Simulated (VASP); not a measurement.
**Fe: single point with BLYP**

The system is Fe.

```
Fe
1.0
     0.00000    2.43707    2.43707
     2.43707    0.00000    2.43707
     2.43707    2.43707    0.00000
Fe
2
Direct
  0.12500 0.12500 0.12500
  0.87500 0.87500 0.87500
```

This isn't the form of Fe at room conditions, which is bcc.

```
Program                : VASP 6.6.1
Task                   : single point
Functional             : BLYP
Potentials or basis    : VASP PAW PBE potentials, release 64 (Fe)
Cutoff                 : 520 eV
k mesh                 : 12 × 12 × 12
Occupations            : fermi-dirac, width 0.05 eV
Spin                   : collinear spin, ferromagnetic start
Starting moments       : [2.5, 2.5] μB
Dipole correction      : no
Further INCAR settings : ALGO = Normal; EDIFF = 1e-07; NBANDS = 19
```

```yaml
Pressure: 5.0 GPa
Band_gap_on_the_k_mesh: zero (filled and empty bands overlap)
Net_moment: 0.00 μB per cell
Valence_electrons_inside_the_program's_atomic_spheres: Fe 7.51
```

Levels at points of the mesh, in eV from the Fermi level:
Spin up:
```tsv
k point	band 4	band 5	band 6	band 7	band 8	band 9	band 10	band 11	band 12	band 13
(0.00, 0.00, 0.00)	-2.43	-2.43	-2.43	-0.40	-0.40	-0.40	1.23	1.23	14.43	14.43
(0.50, 0.00, 0.00)	-2.59	-2.46	-2.46	-0.91	0.18	0.18	0.98	0.98	2.49	10.77
(0.50, 0.50, 0.00)	-2.38	-1.34	-1.34	-0.73	-0.73	1.18	1.18	2.81	2.81	5.54
```
Spin down:
```tsv
k point	band 6	band 7	band 8	band 9	band 10	band 11
(0.00, 0.00, 0.00)	-2.43	-0.40	-0.40	-0.40	1.23	1.23
(0.50, 0.00, 0.00)	-2.46	-0.91	0.18	0.18	0.98	0.98
(0.50, 0.50, 0.00)	-1.34	-0.73	-0.73	1.18	1.18	2.81
```

It took 50 s on 1 thread of Intel(R) Xeon(R) 6975P-C (Granite Rapids) (shared host), peak memory 0.2 GiB.

Caveat: the cell stands under pressure; the moments typed at the start vanished in this run; the PAW data sets were made with another functional, which shifts forces and pressure a little.
